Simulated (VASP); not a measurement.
# Al in VASP: a series of runs

Aim: see how the results for Al move with the level of theory and the settings. Levels: PBE, r2SCAN+D3(BJ), r2SCAN+D4. Tasks: single point.

Program: VASP 6.6.1. These are calculated values, not measurements. Logs are shortened: lines on timing, memory, paths and dates and some standing lists are left out, and cuts for length are marked.

## 1. The cell of the first run

It takes space group P2/m (No. 10, monoclinic). The conventional cell has a = 4.527 Å, b = 2.754 Å, c = 4.547 Å, α = 90.00°, β = 119.57°, γ = 90.00°. Al (site symmetry m) has 5 Al at 2.61 to 2.75 Å within 3.4 Å.

## 2. Single point, PBE

File INCAR:

```
SYSTEM = Al
PREC = Accurate
ENCUT = 520
EDIFF = 1E-6
ISMEAR = -1
SIGMA = 0.05
LREAL = .False.
LASPH = .True.
NELM = 80
ALGO = Fast
ISIF = 2
LWAVE = .False.
LCHARG = .False.
GGA = PE
NBANDS = 10
```

File KPOINTS:

```
regular mesh
0
Gamma
  6 6 8
  0 0 0
```

File POSCAR:

```
Al
1.0
    4.5467300000      0.0227336500      0.0000000000
   -2.2536821000      3.9262131500      0.0000000000
    0.0000000000      0.0000000000      2.7539300000
Al
2
Direct
    0.3333300000      0.6666700000      0.5000000000
    0.6666700000      0.3333300000      0.5000000000
```

Potentials or basis: VASP PAW PBE potentials, release 64 (Al).

Command:

```bash
> cat potpaw_PBE.64/Al/POTCAR > POTCAR
> mpirun -np 1 vasp_std > vasp.out
```

OUTCAR:

```text
SYSTEM = Al
   PREC = Accurate
   ENCUT = 520
   EDIFF = 1E-6
   ISMEAR = -1
   LREAL = .False.
   LASPH = .True.
   NELM = 80
   ISIF = 2
   GGA = PE

 ion  position               nearest neighbor table
   1  0.333  0.667  0.500-   2 2.61   2 2.63   2 2.64
   2  0.667  0.333  0.500-   1 2.61   1 2.63   1 2.64

  Warning from LATTYP: Monoclinic adjustment (A1->A3, A2->A1, A3->A2)!
  LATTYP: Found a simple monoclinic cell.
 ALAT       =     4.5270556333
 B/A-ratio  =     0.6083269620
 C/A-ratio  =     1.0043585063
 COS(beta)  =    -0.4934825834

  Lattice vectors:

 A1 = (  -2.2536821000,   3.9262131500,   0.0000000000)
 A2 = (   0.0000000000,   0.0000000000,   2.7539300000)
 A3 = (   4.5467300000,   0.0227336500,   0.0000000000)

Analysis of symmetry for initial positions (statically):
=====================================================================
 Subroutine PRICEL returns:
 Original cell was already a primitive cell.

 Routine SETGRP: Setting up the symmetry group for a
 simple monoclinic supercell.

 Subroutine GETGRP returns: Found  4 space group operations
 (whereof  4 operations were pure point group operations)
 out of a pool of  4 trial point group operations.

The static configuration has the point symmetry C_2h.

Analysis of symmetry for dynamics (positions and initial velocities):
=====================================================================
 Subroutine PRICEL returns:
 Original cell was already a primitive cell.

 Routine SETGRP: Setting up the symmetry group for a
 simple monoclinic supercell.

 Subroutine GETGRP returns: Found  4 space group operations
 (whereof  4 operations were pure point group operations)
 out of a pool of  4 trial point group operations.

The dynamic configuration has the point symmetry C_2h.

 Subroutine INISYM returns: Found  4 space group operations
 (whereof  4 operations are pure point group operations),
 and found     1 'primitive' translations

----------------------------------------------------------------------------------------

                                     Primitive cell

  volume of cell :      49.3027

  direct lattice vectors                    reciprocal lattice vectors
     4.546730000  0.022733650  0.000000000     0.219308859  0.125885282  0.000000000
    -2.253682100  3.926213150  0.000000000    -0.001269847  0.253969443  0.000000000
     0.000000000  0.000000000  2.753930000     0.000000000  0.000000000  0.363117436

  length of vectors
     4.546786834  4.527055633  2.753930000     0.252870480  0.253972618  0.363117436

  position of ions in fractional coordinates (direct lattice)
     0.333330000  0.666670000  0.500000000
     0.666670000  0.333330000  0.500000000

  ion indices of the primitive-cell ions
   primitive index   ion index
                 1           1
                 2           2

----------------------------------------------------------------------------------------

 KPOINTS: regular mesh

Automatic generation of k-mesh.
 Grid dimensions read from file:
 generate k-points for:    6    6    8

 Generating k-lattice:

  Cartesian coordinates                     Fractional coordinates (reciprocal lattice)
     0.036551476  0.020980880  0.000000000     0.166666667  0.000000000  0.000000000
    -0.000211641  0.042328241  0.000000000    -0.000000000  0.166666667  0.000000000
     0.000000000  0.000000000  0.045389679     0.000000000  0.000000000  0.125000000

  Length of vectors
     0.042145080  0.042328770  0.045389679

  Shift w.r.t. Gamma in fractional coordinates (k-lattice)
     0.000000000  0.000000000  0.000000000

 Subroutine IBZKPT returns following result:
 ===========================================

 Found    100 irreducible k-points:

 Following reciprocal coordinates:
            Coordinates               Weight
  0.000000  0.000000  0.000000      1.000000
  0.166667  0.000000  0.000000      2.000000
  0.333333  0.000000  0.000000      2.000000
  0.500000  0.000000  0.000000      1.000000
  0.000000  0.166667  0.000000      2.000000
  0.166667  0.166667  0.000000      2.000000
[... 16 lines left out ...]
  0.333333  0.000000  0.125000      4.000000
  0.500000  0.000000  0.125000      2.000000
 [... further k-points ...]
   k-points           NKPTS =    100   k-points in BZ     NKDIM =    100   number of bands    NBANDS=     10
   number of dos      NEDOS =    301   number of ions     NIONS =      2
   total plane-waves  NPLWV =  25920
   dimension x,y,z NGX =    36 NGY =   36 NGZ =   20
   dimension x,y,z NGXF=    72 NGYF=   72 NGZF=   40
   ions per type =               2
   NGX,Y,Z   is equivalent  to a cutoff of  13.16, 13.22, 12.07 a.u.
   NGXF,Y,Z  is equivalent  to a cutoff of  26.33, 26.44, 24.15 a.u.
 SYSTEM =  Al
   PREC   = accura    normal or accurate (medium, high low for compatibility)
   ISTART =      0    job   : 0-new  1-cont  2-samecut
   ICHARG =      2    charge: 1-file 2-atom 10-const
   ISPIN  =      1    spin polarized calculation?
   LNONCOLLINEAR =      F non collinear calculations
   LSORBIT =      F    spin-orbit coupling
   LASPH  =      T    aspherical Exc in radial PAW
   ENCUT  =  520.0 eV  38.22 Ry    6.18 a.u.   8.45  8.42  5.12*2*pi/ulx,y,z
   NELM   =     80;   NELMIN=  2; NELMDL= -5     # of ELM steps
   EDIFF  = 0.1E-05   stopping-criterion for ELM
   LREAL  =      F    real-space projection
   EDIFFG = 0.1E-04   stopping-criterion for IOM
   NSW    =      0    number of steps for IOM
   IBRION =     -1    ionic relax: 0-MD 1-quasi-New 2-CG
   NFREE  =      0    steps in history (QN), initial steepest desc. (CG)
   ISIF   =      2    stress and relaxation
   ISYM   =      2    0-nonsym 1-usesym 2-fastsym
   POTIM  = 0.5000    time-step for ionic-motion
   TEBEG  =    0.0;   TEEND  =   0.0 temperature during run
   PSTRESS=    0.0 pullay stress
   NELECT =       6.0000    total number of electrons
   NUPDOWN=      -1.0000    fix difference up-down
   EMIN   =  10.00;   EMAX   =-10.00  energy-range for DOS
   EFERMI =   0.00;   METHOD = LEGACY
   ISMEAR =    -1;   SIGMA  =   0.05  broadening in eV -4-tet -1-fermi 0-gaus
   EFERMI_NEDOS =   21; number of points for ismear=-14 and -15
   IALGO  =     68    algorithm
   IMIX   =      4    mixing-type and parameters
     AMIX     =   0.40;   BMIX     =  1.00
     AMIX_MAG =   1.60;   BMIX_MAG =  1.00
  volume/ion in A,a.u.               =      24.65       166.36
  Fermi-wavevector in a.u.,A,eV,Ry     =   0.811276  1.533088  8.954919  0.658168
  Thomas-Fermi vector in A             =   1.920605
   LORBIT       =      0    0 simple, 1 ext, 2 COOP (PROOUT), +10 PAW based schemes
   GGA     = PE    functional components
   LHFCALC =     F    Hartree Fock is set to
   AEXX    =    0.0000 exact exchange contribution
   IVDW    =     0    specifies the selected vdW correction
   LEPSILON=     F    determine dielectric tensor
   LRPA    =     F    only Hartree local field effects (RPA)
 non-spin polarized calculation
 RMM-DIIS sequential band-by-band and
  energy-cutoff  :      520.00
  volume of cell :       49.30
 maximum number of plane-waves:      1358
 NGX is ok and might be reduce to    36
   NGX = 17   NGY = 17   NGZ = 11

 number of electron       6.0000000 magnetization

 Free energy of the ion-electron system (eV)
  ---------------------------------------------------
  ext. energy  EPLUGINS =         0.00000000
  ---------------------------------------------------
  free energy    TOTEN  =        -6.47813969 eV

  energy without entropy =       -6.47081760  energy(sigma->0) =       -6.47447865

 E-fermi :   3.9115     XC(G=0):  -8.4722

 val. band max:        3.8108205983   @ k =   0.1667   0.0000   0.2500
 cond. band min:       3.9638532536   @ k =   0.3333   0.1667   0.3750
 fundamental gap:      0.1530326553
 Fermi energy:         3.9115212430

 k-point     1 :       0.0000    0.0000    0.0000
  band No.  band energies     occupation
      1      -4.8303      2.00000
      2       3.0784      2.00000
      3       3.1105      2.00000
      4       3.3962      1.99993
      5       6.1314      0.00000
      6       6.2168      0.00000
      7       9.4308      0.00000
      8      13.2357      0.00000
      9      13.8452      0.00000
     10      19.5236      0.00000

 k-point     2 :       0.1667    0.0000    0.0000
  band No.  band energies     occupation
      1      -4.5996      2.00000
      2       1.0937      2.00000
      3       2.7465      2.00000
      4       4.7197      0.00000
      5       6.4094      0.00000
      6       7.0563      0.00000
      7      10.6881      0.00000
      8      13.4253      0.00000
      9      13.8832      0.00000
     10      18.1349      0.00000

 k-point     3 :       0.3333    0.0000    0.0000
  band No.  band energies     occupation
      1      -3.9422      2.00000
      2      -0.7951      2.00000
      3       2.2523      2.00000
      4       4.3524      0.00030
      5       8.5646      0.00000
      6       8.9985      0.00000
      7      12.7641      0.00000
      8      13.9145      0.00000
      9      13.9609      0.00000
     10      14.6891      0.00000

 k-point     4 :       0.5000    0.0000    0.0000
  band No.  band energies     occupation
      1      -3.2836      2.00000
      2      -1.8762      2.00000
      3       2.0619      2.00000
      4       4.1248      0.02772
      5      10.8407      0.00000
      6      11.2913      0.00000
      7      11.4259      0.00000
      8      11.7849      0.00000
      9      14.4766      0.00000
     10      15.8037      0.00000
[... 222 lines left out ...]
 k-point    22 :       0.1667    0.0000    0.1250
  band No.  band energies     occupation
      1      -4.2984      2.00000
      2       1.3808      2.00000
      3       3.0159      2.00000
      4       4.9888      0.00000
      5       6.6609      0.00000
      6       7.3332      0.00000
      7       9.2889      0.00000
      8      11.5972      0.00000
      9      15.2969      0.00000
     10      16.9344      0.00000

 k-point    23 :       0.3333    0.0000    0.1250
  band No.  band energies     occupation
      1      -3.6419      2.00000
      2      -0.5021      2.00000
      3       2.5237      2.00000
      4       4.6306      0.00000
      5       8.6508      0.00000
      6       9.2686      0.00000
      7      10.0465      0.00000
      8      13.6870      0.00000
      9      14.1145      0.00000
     10      14.9132      0.00000

 k-point    24 :       0.5000    0.0000    0.1250
  band No.  band energies     occupation
      1      -2.9840      2.00000
      2      -1.5811      2.00000
      3       2.3339      2.00000
      4       4.4057      0.00010
      5       9.8426      0.00000
      6      10.9332      0.00000
      7      11.6532      0.00000
      8      12.0442      0.00000
      9      12.8402      0.00000
     10      13.4713      0.00000

 [... further k-points ...]
[... 5 lines left out ...]
  --------------------------------------------------------------------------------------
  -------------------------------------------------------------------------------------
  Total        0.0353718      0.0322399     -0.0339822     -0.1169936      0.0000000      0.0000000
  in kB        1.1494698      1.0476927     -1.1043113     -3.8019115      0.0000000      0.0000000
  external PRESSURE =       0.3642837 kB  Pullay stress =       0.0000000 kB

 VOLUME and BASIS-vectors are now :
 -----------------------------------------------------------------------------
  energy-cutoff  :      520.00
  volume of cell :       49.30
      direct lattice vectors                 reciprocal lattice vectors
     4.546730000  0.022733650  0.000000000     0.219308859  0.125885282  0.000000000
    -2.253682100  3.926213150  0.000000000    -0.001269847  0.253969443  0.000000000
     0.000000000  0.000000000  2.753930000     0.000000000  0.000000000  0.363117436

 POSITION                                       TOTAL-FORCE (eV/Angst)
 -----------------------------------------------------------------------------------
      0.01310      2.62507      1.37696        -0.058956      0.000930      0.000000
      2.27995      1.32388      1.37696         0.058956     -0.000930     -0.000000
 -----------------------------------------------------------------------------------
    total drift:                               -0.000000      0.000000     -0.000000

  FREE ENERGIE OF THE ION-ELECTRON SYSTEM (eV)
  ---------------------------------------------------
  free  energy   TOTEN  =        -6.4781396920 eV

  energy  without entropy=       -6.4708175982  energy(sigma->0) =       -6.47447865
```

It took 33 s on 1 thread of Intel Xeon Platinum 8259CL at 2.50GHz (Skylake/Cascade Lake), shared host; peak memory 0.18 GiB.

Results:

```
Free energy            : -6.4781 eV
Pressure               : 0.0 GPa
Largest force          : 0.059 eV/Å
Band gap on the k mesh : zero (band 3 reaches 6.30 eV, above the bottom of band 4 at 2.53 eV)
```

Forces in eV/Å, atoms in the order of the input:
```
Al  -0.059  0.001  0.000
Al   0.059 -0.001  0.000
```

(Continued in part 2 of 2.)
